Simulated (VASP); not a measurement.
# Ni (Fm-3m) in VASP: a series of runs

The runs below take Ni through single point, with PBE.

Program: VASP 6.6.1. These are calculated values, not measurements. Logs are shortened: lines on timing, memory, paths and dates and some standing lists are left out, and cuts for length are marked.

### 1 The cell of the first run

It takes space group Fm-3m (No. 225, cubic). Conventional cell: a = 3.521 Å, b = 3.521 Å, c = 3.521 Å, α = 90.00°, β = 90.00°, γ = 90.00°. Ni (site symmetry m-3m) has 12 Ni at 2.49 Å within 3.3 Å.

### 2 Single point, PBE, collinear spin, ferromagnetic start

INCAR reads:

```
SYSTEM = Ni
PREC     = Accurate       ! precision mode
ENCUT    = 520            ! plane-wave cutoff, eV
EDIFF    = 1E-6           ! SCF threshold, eV
ISMEAR   = -1             ! smearing method
SIGMA    = 0.1            ! smearing width, eV
LREAL    = .False.        ! projectors in reciprocal space
LASPH    = .True.         ! aspherical terms in the spheres
NELM     = 150            ! most SCF steps
ALGO     = Normal         ! electronic algorithm
ISIF     = 2              ! what is computed and relaxed
LWAVE    = .False.        ! write WAVECAR
LCHARG   = .True.         ! write CHGCAR
ISPIN    = 2              ! spin polarisation
MAGMOM   = 1 1            ! initial moments
LORBIT   = 11             ! projections on sites
LMAXMIX  = 4              ! l up to which the mixer works
GGA      = PE             ! functional
LELF     = .True.         ! ELF
LVHAR    = .True.       
NBANDS   = 21             ! bands
```

KPOINTS reads:

```
regular mesh
0
Gamma
  16 16 12
  0 0 0
```

POSCAR reads:

```
Ni
1.0
    1.7602622642      1.7602622642      0.0000000000
   -1.7602622642      1.7602622642      0.0000000000
    0.0000000000      0.0000000000      3.5205245284
Ni
2
Direct
    0.0000000000      0.0000000000      0.0000000000
    0.5000000000      0.5000000000      0.5000000000
```

Potentials or basis: VASP PAW PBE potentials, release 64 (Ni).

The run is started by

```
> cat potpaw_PBE.64/Ni/POTCAR > POTCAR
> mpirun -np 1 vasp_std > vasp.out
```

OUTCAR:

```text
SYSTEM = Ni
   PREC = Accurate
   ENCUT = 520
   EDIFF = 1E-6
   ISMEAR = -1
   LREAL = .False.
   LASPH = .True.
   NELM = 150
   ISIF = 2
   ISPIN = 2
   LORBIT = 11
   GGA = PE

 ion  position               nearest neighbor table
   1  0.000  0.000  0.000-   2 2.49   2 2.49   2 2.49   2 2.49   2 2.49   2 2.49   2 2.49   2 2.49

   2  0.500  0.500  0.500-   1 2.49   1 2.49   1 2.49   1 2.49   1 2.49   1 2.49   1 2.49   1 2.49

  LATTYP: Found a simple tetragonal cell.
 ALAT       =     2.4893867674
 C/A-ratio  =     1.4142135624

  Lattice vectors:

 A1 = (   1.7602622642,   1.7602622642,   0.0000000000)
 A2 = (  -1.7602622642,   1.7602622642,   0.0000000000)
 A3 = (   0.0000000000,   0.0000000000,   3.5205245284)

Analysis of symmetry for initial positions (statically):
=====================================================================
 Subroutine PRICEL returns following result:

  LATTYP: Found a face centered cubic cell.
 ALAT       =     3.5205245284
[... 12 lines left out ...]
 Subroutine GETGRP returns: Found 16 space group operations
 (whereof 16 operations were pure point group operations)
 out of a pool of 16 trial point group operations.

The static configuration has the point symmetry D_4h.

Analysis of symmetry for dynamics (positions and initial velocities):
=====================================================================
 Subroutine PRICEL returns following result:

  LATTYP: Found a face centered cubic cell.
 ALAT       =     3.5205245284
[... 12 lines left out ...]
 Subroutine GETGRP returns: Found 16 space group operations
 (whereof 16 operations were pure point group operations)
 out of a pool of 16 trial point group operations.

The dynamic configuration has the point symmetry D_4h.

Analysis of structural, dynamic, and magnetic symmetry:
=====================================================================
 Subroutine PRICEL returns following result:

  LATTYP: Found a face centered cubic cell.
 ALAT       =     3.5205245284
[... 12 lines left out ...]
 Subroutine GETGRP returns: Found 16 space group operations
 (whereof 16 operations were pure point group operations)
 out of a pool of 16 trial point group operations.

The overall configuration has the point symmetry D_4h.

 Subroutine INISYM returns: Found 16 space group operations
 (whereof 16 operations are pure point group operations),
 and found     2 'primitive' translations

----------------------------------------------------------------------------------------

[... 111 lines left out ...]
  volume/ion in A,a.u.               =      10.91        73.61
  Fermi-wavevector in a.u.,A,eV,Ry     =   1.590331  3.005289 34.411200  2.529152
  Thomas-Fermi vector in A             =   2.689042
   LORBIT       =     11    0 simple, 1 ext, 2 COOP (PROOUT), +10 PAW based schemes
   GGA     = PE    functional components
   LHFCALC =     F    Hartree Fock is set to
   AEXX    =    0.0000 exact exchange contribution
   IVDW    =     0    specifies the selected vdW correction
   LEPSILON=     F    determine dielectric tensor
   LRPA    =     F    only Hartree local field effects (RPA)
 spin polarized calculation
  energy-cutoff  :      520.00
  volume of cell :       21.82
 maximum number of plane-waves:       606
 NGX is ok and might be reduce to    20
   NGX =  9   NGY =  9   NGZ = 13

 number of electron      19.9999989 magnetization       1.2198519

 Free energy of the ion-electron system (eV)
  ---------------------------------------------------
  ext. energy  EPLUGINS =         0.00000000
  ---------------------------------------------------
  free energy    TOTEN  =       -10.99660763 eV

  energy without entropy =      -10.88800383  energy(sigma->0) =      -10.94230573

 E-fermi :   9.3268     XC(G=0): -13.2400

 val. band max:        9.3234605199   @ k =   0.4375   0.0000   0.2500
 cond. band min:       9.3304861944   @ k =   0.5000   0.4375   0.0833
 fundamental gap:      0.0070256745
 Fermi energy:         9.3268370518

 spin component 1

 k-point     1 :       0.0000    0.0000    0.0000
  band No.  band energies     occupation
      1       0.3463      1.00000
      2       4.7093      1.00000
      3       5.1740      1.00000
      4       6.9310      1.00000
      5       6.9310      1.00000
      6       6.9315      1.00000
[... 565 lines left out ...]
     20      37.4838      0.00000
     21      37.5262      0.00000

 [... further k-points ...]

 spin component 2

 k-point     1 :       0.0000    0.0000    0.0000
  band No.  band energies     occupation
      1       0.3138      1.00000
      2       5.0541      1.00000
      3       5.7643      1.00000
      4       7.6532      1.00000
      5       7.6545      1.00000
      6       7.6545      1.00000
[... 565 lines left out ...]
     20      37.5116      0.00000
     21      37.5207      0.00000

 [... further k-points ...]

------------------------ aborting loop because EDIFF is reached ----------------------------------------

  FORCE on cell =-STRESS in cart. coord.  units (eV):
  Direction    XX          YY          ZZ          XY          YZ          ZX
  --------------------------------------------------------------------------------------
  -------------------------------------------------------------------------------------
  Total       -0.0214881     -0.0214881     -0.0117956      0.0000000      0.0000000      0.0000000
  in kB       -1.5780356     -1.5780356     -0.8662388      0.0000000      0.0000000      0.0000000
  external PRESSURE =      -1.3407700 kB  Pullay stress =       0.0000000 kB

 VOLUME and BASIS-vectors are now :
 -----------------------------------------------------------------------------
  energy-cutoff  :      520.00
  volume of cell :       21.82
      direct lattice vectors                 reciprocal lattice vectors
     1.760262264  1.760262264  0.000000000     0.284048582  0.284048582  0.000000000
    -1.760262264  1.760262264  0.000000000    -0.284048582  0.284048582  0.000000000
     0.000000000  0.000000000  3.520524528     0.000000000  0.000000000  0.284048582

 POSITION                                       TOTAL-FORCE (eV/Angst)
 -----------------------------------------------------------------------------------
      0.00000      0.00000      0.00000        -0.000000     -0.000000      0.000000
      0.00000      1.76026      1.76026         0.000000      0.000000     -0.000000
 -----------------------------------------------------------------------------------
    total drift:                               -0.000000      0.000000      0.000000

  FREE ENERGIE OF THE ION-ELECTRON SYSTEM (eV)
  ---------------------------------------------------
  free  energy   TOTEN  =       -10.9966076302 eV

  energy  without entropy=      -10.8880038336  energy(sigma->0) =      -10.94230573

 total charge

# of ion       s       p       d       tot
------------------------------------------
    1        0.496   0.495   8.314   9.305
    2        0.496   0.495   8.314   9.305
--------------------------------------------------
tot          0.992   0.991  16.627  18.611

 magnetization (x)

# of ion       s       p       d       tot
------------------------------------------
    1       -0.006  -0.024   0.652   0.622
    2       -0.006  -0.024   0.652   0.622
--------------------------------------------------
tot         -0.013  -0.048   1.304   1.243
```

OSZICAR:

```text
N       E                     dE             d eps       ncg     rms          rms(c)
DAV:   1     0.968654100357E+02    0.96865E+02   -0.88332E+03 28817   0.135E+03
DAV:   2    -0.721586182957E+01   -0.10408E+03   -0.96026E+02 27055   0.235E+02
DAV:   3    -0.129620708843E+02   -0.57462E+01   -0.55284E+01 30044   0.632E+01
DAV:   4    -0.130392447364E+02   -0.77174E-01   -0.77102E-01 30127   0.681E+00
DAV:   5    -0.130415980865E+02   -0.23534E-02   -0.23532E-02 30037   0.118E+00    0.140E+01
DAV:   6    -0.116831250203E+02    0.13585E+01   -0.77482E+00 31283   0.577E+01    0.869E+00
DAV:   7    -0.110316992256E+02    0.65143E+00   -0.15849E+00 31061   0.235E+01    0.264E+00
DAV:   8    -0.110029111327E+02    0.28788E-01   -0.12474E-02 38239   0.132E+00    0.133E+00
DAV:   9    -0.109979797186E+02    0.49314E-02   -0.59003E-04 40445   0.307E-01    0.395E-01
DAV:  10    -0.109966122892E+02    0.13674E-02   -0.12908E-04 42889   0.214E-01    0.425E-02
DAV:  11    -0.109966128310E+02   -0.54177E-06   -0.29379E-05 30882   0.563E-02    0.296E-02
DAV:  12    -0.109966070122E+02    0.58188E-05   -0.22547E-06 32341   0.199E-02    0.104E-02
DAV:  13    -0.109966076302E+02   -0.61799E-06   -0.93944E-07 19581   0.890E-03
   1 F= -.10996608E+02 E0= -.10942306E+02  d E =-.108604E+00  mag=     1.2204
```

stdout:

```text
POSCAR found type information on POSCAR Ni
 POSCAR found :  1 types and       2 ions
 scaLAPACK will be used
 LDA part: xc-table for (Slater+PW92), standard interpolation
 POSCAR, INCAR and KPOINTS ok, starting setup
 FFT: planning ... GRIDC
 FFT: planning ... GRID_SOFT
 FFT: planning ... GRID
 WAVECAR not read
 entering main loop
```

Wall time 3.2 min (1 thread of Oxide Virtual Turin-like, shared host); peak memory 0.26 GiB.

What came out:

| Property | Result |
| --- | --- |
| Free energy | -10.9966 eV |
| Pressure | -0.1 GPa |
| Net moment | 1.22 μB per cell |
| Site moments | Ni +0.62 μB |
| Valence electrons inside the program's atomic spheres | Ni 9.30 |

Levels at points of the mesh, in eV from the Fermi level:
Spin up:
| k point | band 7 | band 8 | band 9 | band 10 | band 11 | band 12 | band 13 | band 14 | band 15 | band 16 |
| --- | --- | --- | --- | --- | --- | --- | --- | --- | --- | --- |
| (0.00, 0.00, 0.00) | -1.24 | -1.24 | -0.53 | -0.44 | -0.44 | 2.46 | 9.21 | 14.81 | 14.81 | 19.71 |
| (0.50, 0.00, 0.00) | -1.67 | -1.67 | -1.36 | -1.36 | 0.98 | 0.98 | 11.51 | 11.51 | 12.90 | 12.90 |
| (0.50, 0.50, 0.00) | -0.44 | -0.44 | -0.44 | -0.44 | 2.46 | 2.46 | 9.21 | 9.21 | 14.81 | 14.81 |
| (0.00, 0.00, 0.50) | -1.56 | -1.56 | -1.56 | -1.56 | -0.89 | -0.89 | 19.24 | 19.24 | 19.24 | 19.24 |
| (0.50, 0.00, 0.50) | -0.58 | -0.58 | -0.58 | -0.58 | -0.28 | -0.28 | 5.67 | 5.67 | 22.20 | 22.20 |
| (0.50, 0.50, 0.50) | -1.30 | -1.30 | -0.44 | -0.44 | 7.73 | 7.73 | 7.73 | 7.73 | 9.96 | 9.96 |
Spin down:
```tsv
k point	band 7	band 8	band 9	band 10	band 11	band 12	band 13	band 14
(0.00, 0.00, 0.00)	-0.65	-0.65	0.08	0.39	0.39	2.42	9.45	14.82
(0.50, 0.00, 0.00)	-1.12	-1.12	-0.58	-0.58	1.53	1.53	11.69	11.69
(0.50, 0.50, 0.00)	0.39	0.39	0.39	0.39	2.42	2.42	9.45	9.45
(0.00, 0.00, 0.50)	-0.80	-0.80	-0.80	-0.80	-0.29	-0.29	19.31	19.31
(0.50, 0.00, 0.50)	-0.34	-0.34	0.16	0.16	0.16	0.16	6.07	6.07
(0.50, 0.50, 0.50)	-0.75	-0.75	0.39	0.39	7.90	7.90	7.90	7.90
```

### 3 Single point, PBE, collinear spin, ferromagnetic start

INCAR reads:

```
PREC = Accurate
ENCUT = 520
EDIFF = 1E-6
ISMEAR = -1
SIGMA = 0.1
LREAL = False
LASPH = True
NELM = 150
ALGO = Normal
ISIF = 2
LWAVE = False
LCHARG = True
ISPIN = 2
MAGMOM = 1 1
LORBIT = 11
LMAXMIX = 4
GGA = PE
LELF = True
LVHAR = True
NBANDS = 21
```

KPOINTS reads:

```
Automatic mesh
0
Gamma
  16 16 12
```

POSCAR is that of step 2.

Potentials or basis: VASP PAW PBE potentials, release 64 (Ni).

The run is started by

```
> cat potpaw_PBE.64/Ni/POTCAR > POTCAR
> mpirun -np 1 vasp_std > vasp.out
```

OUTCAR:

```text
PREC = Accurate
   ENCUT = 520
   EDIFF = 1E-6
   ISMEAR = -1
   LREAL = False
   LASPH = True
   NELM = 150
   ISIF = 2
   ISPIN = 2
   LORBIT = 11
   GGA = PE

 ion  position               nearest neighbor table
   1  0.000  0.000  0.000-   2 2.49   2 2.49   2 2.49   2 2.49   2 2.49   2 2.49   2 2.49   2 2.49

   2  0.500  0.500  0.500-   1 2.49   1 2.49   1 2.49   1 2.49   1 2.49   1 2.49   1 2.49   1 2.49

  LATTYP: Found a simple tetragonal cell.
 ALAT       =     2.4893867674
 C/A-ratio  =     1.4142135624

[... 1397 lines left out ...]
  external PRESSURE =      -1.3407700 kB  Pullay stress =       0.0000000 kB

 VOLUME and BASIS-vectors are now :
 -----------------------------------------------------------------------------
  energy-cutoff  :      520.00
  volume of cell :       21.82
      direct lattice vectors                 reciprocal lattice vectors
     1.760262264  1.760262264  0.000000000     0.284048582  0.284048582  0.000000000
    -1.760262264  1.760262264  0.000000000    -0.284048582  0.284048582  0.000000000
     0.000000000  0.000000000  3.520524528     0.000000000  0.000000000  0.284048582

 POSITION                                       TOTAL-FORCE (eV/Angst)
 -----------------------------------------------------------------------------------
      0.00000      0.00000      0.00000        -0.000000     -0.000000      0.000000
      0.00000      1.76026      1.76026         0.000000      0.000000     -0.000000
 -----------------------------------------------------------------------------------
    total drift:                               -0.000000      0.000000      0.000000

  FREE ENERGIE OF THE ION-ELECTRON SYSTEM (eV)
  ---------------------------------------------------
  free  energy   TOTEN  =       -10.9966076302 eV

  energy  without entropy=      -10.8880038336  energy(sigma->0) =      -10.94230573

 total charge

# of ion       s       p       d       tot
------------------------------------------
    1        0.496   0.495   8.314   9.305
    2        0.496   0.495   8.314   9.305
--------------------------------------------------
tot          0.992   0.991  16.627  18.611

 magnetization (x)

# of ion       s       p       d       tot
------------------------------------------
    1       -0.006  -0.024   0.652   0.622
    2       -0.006  -0.024   0.652   0.622
--------------------------------------------------
tot         -0.013  -0.048   1.304   1.243
```

OSZICAR:

```text
N       E                     dE             d eps       ncg     rms          rms(c)
DAV:   1     0.968654100357E+02    0.96865E+02   -0.88332E+03 28817   0.135E+03
DAV:   2    -0.721586182957E+01   -0.10408E+03   -0.96026E+02 27055   0.235E+02
DAV:   3    -0.129620708843E+02   -0.57462E+01   -0.55284E+01 30044   0.632E+01
DAV:   4    -0.130392447364E+02   -0.77174E-01   -0.77102E-01 30127   0.681E+00
DAV:   5    -0.130415980865E+02   -0.23534E-02   -0.23532E-02 30037   0.118E+00    0.140E+01
DAV:   6    -0.116831250203E+02    0.13585E+01   -0.77482E+00 31283   0.577E+01    0.869E+00
DAV:   7    -0.110316992256E+02    0.65143E+00   -0.15849E+00 31061   0.235E+01    0.264E+00
DAV:   8    -0.110029111327E+02    0.28788E-01   -0.12474E-02 38239   0.132E+00    0.133E+00
DAV:   9    -0.109979797186E+02    0.49314E-02   -0.59003E-04 40445   0.307E-01    0.395E-01
DAV:  10    -0.109966122892E+02    0.13674E-02   -0.12908E-04 42889   0.214E-01    0.425E-02
DAV:  11    -0.109966128310E+02   -0.54177E-06   -0.29379E-05 30882   0.563E-02    0.296E-02
DAV:  12    -0.109966070122E+02    0.58188E-05   -0.22547E-06 32341   0.199E-02    0.104E-02
DAV:  13    -0.109966076302E+02   -0.61799E-06   -0.93944E-07 19581   0.890E-03
   1 F= -.10996608E+02 E0= -.10942306E+02  d E =-.108604E+00  mag=     1.2204
```

stdout:

```text
POSCAR found type information on POSCAR Ni
 POSCAR found :  1 types and       2 ions
 scaLAPACK will be used
 LDA part: xc-table for (Slater+PW92), standard interpolation
 POSCAR, INCAR and KPOINTS ok, starting setup
 FFT: planning ... GRIDC
 FFT: planning ... GRID_SOFT
 FFT: planning ... GRID
 WAVECAR not read
 entering main loop
```

Wall time 4.7 min (1 thread of Oxide Virtual Turin-like, shared host); peak memory 0.26 GiB.

What came out:

```
Free energy                                           : -10.9966 eV
Pressure                                              : -0.1 GPa
Net moment                                            : 1.22 μB per cell
Site moments                                          : Ni +0.62 μB
Valence electrons inside the program's atomic spheres : Ni 9.30
```
